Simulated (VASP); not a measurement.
**AgI: single point with r2SCAN**

The system is AgI.

```xyz
4
Lattice="4.6031 0.0000 0.0000 -2.3015 3.9864 0.0000 0.0000 0.0000 7.6440" Properties=species:S:1:pos:R:3 pbc="T T T"
Ag    2.3015    1.3288    4.7967
Ag    0.0000    2.6576    0.9747
I     2.3015    1.3288    0.0190
I     0.0000    2.6576    3.8410
```

This cell differs from its parent crystal: in-plane strain -0.01.

```json
{
 "Program": "VASP 6.6.1",
 "Task": "single point",
 "Functional": "r2SCAN",
 "Potentials or basis": "VASP PAW PBE potentials, release 64 (Ag, I)",
 "Cutoff": "550 eV",
 "k mesh": "6 × 6 × 4",
 "Occupations": "gaussian, width 0.01 eV",
 "Spin": "no spin polarisation",
 "Dipole correction": "no",
 "Further INCAR settings": "ALGO = Normal; EDIFF = 1e-06; NBANDS = 26"
}
```

The pressure is 0.3 GPa. The largest force is 0.071 eV/Å and the band gap on the k mesh is 1.81 eV.

Forces on the atoms (eV/Å):
```
Ag   0.000  0.000  0.071
Ag   0.000  0.000  0.071
I    0.000  0.000 -0.071
I    0.000  0.000 -0.071
```

Stress tensor (GPa, compression positive):
```
 0.59  0.00  0.00
 0.00  0.59  0.00
 0.00  0.00 -0.18
```

Levels at points of the mesh, in eV from the valence-band top:
```tsv
k point	band 14	band 15	band 16	band 17	band 18	band 19	band 20	band 21	band 22	band 23
(0.00, 0.00, 0.00)	-0.67	-0.67	-0.11	0.00	0.00	1.81	3.13	6.29	6.30	6.30
(0.50, 0.00, 0.00)	-2.57	-2.17	-1.72	-1.04	-0.72	3.73	3.99	5.06	6.19	6.71
(0.00, 0.00, 0.50)	-1.66	-0.34	-0.34	-0.34	-0.34	3.10	3.10	5.96	5.96	6.58
(0.50, 0.00, 0.50)	-2.75	-1.26	-1.26	-1.21	-1.21	3.62	3.62	5.23	5.23	7.68
```

Wall time 8.7 min on 1 thread of Intel Xeon 8259CL (shared host), peak memory 0.33 GiB.

Caveat: the cell differs from its parent crystal (in-plane strain -0.01); the PAW data sets were made with another functional, which shifts forces and pressure a little; spin-orbit coupling is left out, which moves the levels of the heavy elements.
